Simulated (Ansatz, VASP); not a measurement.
AgBr in VASP and in Ansatz

```
Ag Br
1.0
     0.00000    2.89276    2.89276
     2.89276    0.00000    2.89276
     2.89276    2.89276    0.00000
Ag Br
1 1
Direct
  0.00000 0.00000 0.00000
  0.50000 0.50000 0.50000
```

Alike in both runs: task single point; functional HSE06; k mesh 4 × 4 × 4; no spin polarisation.

|  | VASP | Ansatz |
| --- | --- | --- |
| version | VASP 6.6.1 | Ansatz 0.2.0 |
| potentials or method | VASP PAW PBE potentials, release 64 (Ag, Br) | plane waves, PAW |
| plane-wave cutoff (eV) | 400 | 420 |
| occupations | gaussian, width 0.01 eV | fixed |
| valence electrons in the cell | 18 | 26 |

```csv
,VASP,Ansatz,Ansatz less VASP
gap on the k mesh at the Fermi level (eV),2.02,2.04,+0.024
pressure (GPa),0.8,1.1,+0.32
```

VASP's potentials hold 18 valence electrons a cell and Ansatz's 26, so a difference there can come from the potentials and not from the codes. Ansatz's warnings: stress exchange threshold loose, stress scf threshold loose.

The k mesh is coarse, so the values compare programs but aren't converged.
